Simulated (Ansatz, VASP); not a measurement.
# One calculation of ZnS, two programs

Contents of INCAR:

```
PREC = Accurate ; ENCUT = 520
EDIFF = 1E-7 ; ISMEAR = 0
SIGMA = 0.05 ; LREAL = False
LASPH = True ; NELM = 60
ALGO = Normal ; ISIF = 2
LWAVE = False ; LCHARG = False
GGA = PE ; NBANDS = 46
```

Contents of KPOINTS:

```
regular mesh
0
Gamma
  12 12 2
```

Contents of POSCAR:

```
ZnS
1.0
    3.8467234434      0.0000000000      0.0000000000
   -1.9233617217      3.3313602233      0.0000000000
    0.0000000000      0.0000000000     12.5902250239
Zn S
4 4
Direct
    0.0000000000      0.0000000000      0.0009283168
    0.0000000000      0.0000000000      0.4991723770
    0.3333333333      0.6666666667      0.2506285483
    0.6666666667      0.3333333333      0.7494204791
    0.0000000000      0.0000000000      0.1843111966
    0.0000000000      0.0000000000      0.6902681990
    0.3333333333      0.6666666667      0.4376356863
    0.6666666667      0.3333333333      0.9376351967
```

Input for Ansatz:

```yaml
crystal:
  lattice:
    - [3.8467234434, 0.0, 0.0]
    - [-1.9233617217, 3.3313602233, 0.0]
    - [0.0, 0.0, 12.5902250239]
  atoms:
    - { symbol: Zn, position: [0.0, 0.0, 0.0009283168] }
    - { symbol: Zn, position: [0.0, 0.0, 0.499172377] }
    - { symbol: Zn, position: [0.3333333333, 0.6666666667, 0.2506285483] }
    - { symbol: Zn, position: [0.6666666667, 0.3333333333, 0.7494204791] }
    - { symbol: S, position: [0.0, 0.0, 0.1843111966] }
    - { symbol: S, position: [0.0, 0.0, 0.690268199] }
    - { symbol: S, position: [0.3333333333, 0.6666666667, 0.4376356863] }
    - { symbol: S, position: [0.6666666667, 0.3333333333, 0.9376351967] }
basis:
  ecutwfc: 420
kpoints:
  mp_grid: { grid: [12, 12, 2] }
hamiltonian:
  xc: pbe
scf:
  occupations: { method: gaussian, width: 0.05 }
output:
  forces: true
  stress: true
  eigenvalues: true
```

Change from the starting cell: mode 23 (322.4 1/cm) frozen in, largest displacement +0.037 Å.

Alike in both runs: task single point; functional PBE; k mesh 12 × 12 × 2; occupations gaussian, width 0.05 eV; no spin polarisation.

|  | VASP | Ansatz |
| --- | --- | --- |
| version | VASP 6.6.1 | Ansatz 0.2.0 |
| potentials or method | VASP PAW PBE potentials, release 64 (Zn, S), cutoff 520 eV | scalar-relativistic, plane waves, PAW |
| valence electrons in the cell | 72 | 72 |

Ansatz gave:

* gap on the k mesh at the Fermi level (eV): 2.01
* least direct gap on the mesh (eV): 2.01
* pressure (GPa): 0.1
* rms of the force components (eV/Å): 0.166

Question: Which values does VASP return?

Answer: gap on the k mesh at the Fermi level (eV): 2.02; least direct gap on the mesh (eV): 2.02; pressure (GPa): 0.2; rms of the force components (eV/Å): 0.167.

Atom by atom the forces differ by 0.002 eV/Å (rms over components). With one functional, cell and mesh, what is left measures potentials, basis and numerics.
